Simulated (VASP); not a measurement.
WSe2: single point with PBE+D3(BJ)

WSe2:

```
CELL_PARAMETERS angstrom
3.42674 0.00000 0.00000
-1.71337 2.96764 0.00000
0.00000 0.00000 12.57873
ATOMIC_POSITIONS crystal
W 0.66667 0.33333 0.25000
W 0.33333 0.66667 0.75000
Se 0.33333 0.66667 0.37972
Se 0.66667 0.33333 0.87972
Se 0.33333 0.66667 0.12028
Se 0.66667 0.33333 0.62028
```

This cell differs from its parent crystal: biaxial strain in the a-b plane: +4.5 %, then relaxed in part.

```yaml
Program: VASP 6.6.1
Task: single point
Functional: PBE
Dispersion: D3(BJ)
Potentials_or_basis: VASP PAW PBE potentials, release 64 (W_sv, Se)
Cutoff: 520 eV
k_mesh: 12 × 12 × 2
Occupations: gaussian, width 0.02 eV
Spin: no spin polarisation
Dipole_correction: no
Further_INCAR_settings: ALGO = Normal; EDIFF = 1e-07; NBANDS = 35
```

```yaml
Pressure: -5.7 GPa
Largest_force: 0.040 eV/Å
Band_gap_on_the_k_mesh: 0.58 eV (least direct gap 1.09 eV)
Dispersion_energy_per_atom: -0.442 eV
```

Forces in eV/Å, atoms in the order of the input:
```
W    0.000  0.000  0.000
W    0.000  0.000  0.000
Se   0.000  0.000  0.040
Se   0.000  0.000  0.040
Se   0.000  0.000 -0.040
Se   0.000  0.000 -0.040
```

Stress tensor (GPa, compression positive):
```
-8.70  0.00  0.00
 0.00 -8.70  0.00
 0.00  0.00  0.32
```

Levels at points of the mesh, in eV from the valence-band top:
```csv
k point,band 24,band 25,band 26,band 27,band 28,band 29
"(0.00, 0.00, 0.00)",-0.85,-0.71,0.00,2.05,2.05,2.10
"(0.50, 0.00, 0.00)",-1.69,-1.60,-1.33,1.38,1.44,1.72
"(0.00, 0.00, 0.50)",-2.07,-0.11,-0.11,2.05,2.05,2.05
"(0.50, 0.00, 0.50)",-1.84,-1.43,-1.43,1.41,1.41,1.79
```

Run time: 85 s on 1 thread of Intel(R) Xeon(R) 6975P-C (Granite Rapids), on a shared host, peak memory 0.33 GiB.

Caveat: the cell differs from its parent crystal (biaxial strain in the a-b plane: +4.5 %, then relaxed in part); the cell stands under tension; spin-orbit coupling is left out, which moves the levels of the heavy elements. A k mesh can miss the band edges.
